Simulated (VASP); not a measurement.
# MgZn4O: relaxation of cell and atoms with PBE

The system is MgZn4O.

```
Mg Zn O
1.0
     4.14085    0.00000    0.00000
     0.00000    4.14085    0.00000
     0.00000    0.00000    5.17902
Mg Zn O
1 4 1
Cartesian
  0.0000 0.0000 3.2121
  3.0324 3.0324 0.2021
  1.1085 1.1085 0.2021
  1.1085 3.0324 0.2021
  3.0324 1.1085 0.2021
  2.0704 2.0704 1.7137
```

```
Program                : VASP 6.6.1
Task                   : relaxation of cell and atoms
Functional             : PBE
Potentials or basis    : VASP PAW PBE potentials, release 64 (Mg, Zn, O)
Cutoff                 : 600 eV
k mesh                 : 4 × 4 × 3
Occupations            : gaussian, width 0.2 eV
Spin                   : no spin polarisation
Dipole correction      : no
Further INCAR settings : ALGO = Normal; EDIFF = 1e-06; IBRION = 2; EDIFFG = -0.08; NSW = 36; ISIF = 3
```

```json
{
  "Relaxed volume": "20.45 Å³/atom",
  "Relaxed cell": "a = 5.434 Å, b = 5.434 Å, c = 4.155 Å, α = 90.00°, β = 90.00°, γ = 90.00°",
  "Space group after relaxing (to 0.05 Å)": "P4mm (No. 99)",
  "Energy gained by relaxing": "1524.8 meV/atom",
  "Ionic steps": "27",
  "Pressure after relaxing": "0.2 GPa",
  "Largest force after relaxing": "0.075 eV/Å",
  "Band gap on the k mesh": "zero (band 28 reaches 2.40 eV, above the bottom of band 29 at 0.46 eV)"
}
```

Forces in eV/Å, atoms in the order of the input:
```
Mg   0.000  0.000  0.039
Zn   0.018  0.018  0.009
Zn  -0.018 -0.018  0.009
Zn  -0.018  0.018  0.009
Zn   0.018 -0.018  0.009
O    0.000  0.000 -0.075
```

Step by step:
| step | energy change (eV) | largest force (eV/Å) | pressure (GPa) | volume (Å³) |
| --- | --- | --- | --- | --- |
| 1 | 0.0000 | 8.6706 | 54.96 | 88.80 |
| 2 | -3.1205 | 4.1226 | -0.94 | 167.81 |
| 3 | -3.8363 | 4.1768 | -0.42 | 156.98 |
| 4 | -4.3698 | 4.1957 | 0.29 | 148.50 |
| 5 | -5.4800 | 4.0493 | 7.42 | 116.52 |
| 6 | -7.3914 | 2.2898 | -4.92 | 139.15 |
| 7 | -7.3910 | 2.2893 | -4.86 | 138.92 |
| 8 | -8.0584 | 1.6302 | -2.67 | 129.58 |
| 9 | -8.4166 | 1.0200 | 1.69 | 119.21 |
| 10 | -8.7529 | 0.7014 | 0.24 | 119.03 |
| 11 | -8.8649 | 1.0115 | -0.89 | 118.42 |
| 12 | -8.9518 | 0.6895 | 0.28 | 115.95 |
| 13 | -8.9582 | 0.5119 | 1.12 | 114.18 |
| 14 | -9.0323 | 0.2551 | 0.96 | 116.71 |
| 15 | -9.0360 | 0.3666 | 1.04 | 117.40 |
| 16 | -9.0803 | 0.2697 | -0.76 | 122.21 |
| 17 | -9.0832 | 0.2895 | -1.44 | 124.12 |
| 18 | -9.1145 | 0.2336 | -1.09 | 124.61 |
| 19 | -9.1345 | 0.1569 | -0.55 | 125.25 |
| 20 | -9.1347 | 0.1500 | -0.51 | 125.31 |
| 21 | -9.1390 | 0.1236 | 0.01 | 124.05 |
| 22 | -9.1392 | 0.1163 | 0.20 | 123.70 |
| 23 | -9.1424 | 0.1180 | 0.05 | 123.43 |
| 24 | -9.1442 | 0.1184 | 0.00 | 122.92 |
| 25 | -9.1443 | 0.1187 | 0.00 | 123.01 |
| 26 | -9.1457 | 0.1065 | 0.08 | 122.93 |
| 27 | -9.1489 | 0.0754 | 0.22 | 122.72 |

Final structure:
```xyz
6
Lattice="5.4345 0.0000 0.0000 0.0000 5.4345 0.0000 0.0000 0.0000 4.1551" Properties=species:S:1:pos:R:3 pbc="T T T"
Mg    0.0000    0.0000    2.4826
Zn    4.1323    4.1323    0.4016
Zn    1.3022    1.3022    0.4016
Zn    1.3022    4.1323    0.4016
Zn    4.1323    1.3022    0.4016
O     2.7172    2.7172    0.5115
```

Levels at points of the mesh, in eV from the Fermi level:
```csv
k point,band 25,band 26,band 27,band 28,band 29,band 30,band 31,band 32
"(0.00, 0.00, 0.00)",-3.76,-1.88,-1.70,-1.70,0.55,1.25,2.34,3.18
"(0.50, 0.00, 0.00)",-4.63,-3.61,-2.21,0.53,1.31,2.17,2.23,3.67
"(0.50, 0.50, 0.00)",-3.56,-2.28,-2.28,-1.13,1.98,3.61,3.61,4.24
```

Wall time 15 min on 1 thread of Intel(R) Xeon(R) Platinum 8259CL CPU @ 2.50GHz (Skylake/Cascade Lake), on a shared host, peak memory 0.24 GiB.

Caveat: the k points lie up to 0.50 Å⁻¹ apart in the final cell; the volume moved by over 15 % at a fixed basis, so the end points are rough; the relaxation stopped at a loose force limit of 0.08 eV/Å, so its end isn't a converged minimum.
